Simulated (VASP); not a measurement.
NbSi (rocksalt type), 2 atoms in the cell. The structure is cubic, space group Fm-3m (No. 225). The conventional cell has a = 5.043 Å, b = 5.043 Å, c = 5.043 Å, α = 90.00°, β = 90.00°, γ = 90.00°. Within 3.3 Å of Nb (site symmetry m-3m) lie 6 Si at 2.52 Å. Within 3.3 Å of Si (site symmetry m-3m) lie 6 Nb at 2.52 Å. 

- Program: VASP 6.6.1
- Task: single point
- Functional: PBE
- Potentials or basis: VASP PAW PBE potentials, release 64 (Nb_sv, Si)
- Cutoff: 520 eV
- k mesh: 14 × 14 × 14
- Occupations: fermi-dirac, width 0.05 eV
- Spin: no spin polarisation
- Dipole correction: no
- Further INCAR settings: ALGO = Normal; EDIFF = 1e-06; NBANDS = 16

Potentials or basis: VASP PAW PBE potentials, release 64 (Nb_sv, Si).

Launch:

```console
$ cat potpaw_PBE.64/Nb_sv/POTCAR potpaw_PBE.64/Si/POTCAR > POTCAR
$ mpirun -np 1 vasp_std > vasp.out
```

Hardware: 1 thread of Intel Xeon 8259CL, on a shared host.

Q: How long does it take, and how much memory?

A: It took 52 s on 1 thread of Intel Xeon 8259CL, on a shared host, peak memory 0.19 GiB. Counts: scf iterations 13, k points 104.
